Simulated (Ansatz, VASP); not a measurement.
**Two plane-wave programs on Hg**

```
Hg
1.0
     3.18460    0.00000    0.00000
    -1.59230    2.75794    0.00000
     0.00000    0.00000    5.28617
Hg
2
Cartesian
  1.5923 0.9193 3.9646
  0.0000 1.8386 1.3215
```

Alike in both runs: task single point; functional PBE; dispersion D3(BJ); k mesh 15 × 15 × 8; occupations gaussian, width 0.15 eV; no spin polarisation.

|  | VASP | Ansatz |
| --- | --- | --- |
| version | VASP 6.6.1 | Ansatz 0.2.0 |
| potentials or method | VASP PAW PBE potentials, release 64 (Hg), cutoff 520 eV | scalar-relativistic, plane waves, PAW |
| valence electrons in the cell | 24 | 40 |

|  | VASP | Ansatz | Ansatz less VASP |
| --- | --- | --- | --- |
| gap on the k mesh at the Fermi level (eV) | none | none | - |
| pressure (GPa) | 2.9 | 2.5 | -0.39 |
| traceless stress, the component that is largest in VASP (GPa) | -0.52 | -0.49 | +0.036 |

A gap of «none» marks a metal or a gap that the smearing closes. VASP's potentials hold 24 valence electrons a cell and Ansatz's 40, so a difference there can come from the potentials and not from the codes.

Neither program's run includes spin-orbit coupling.
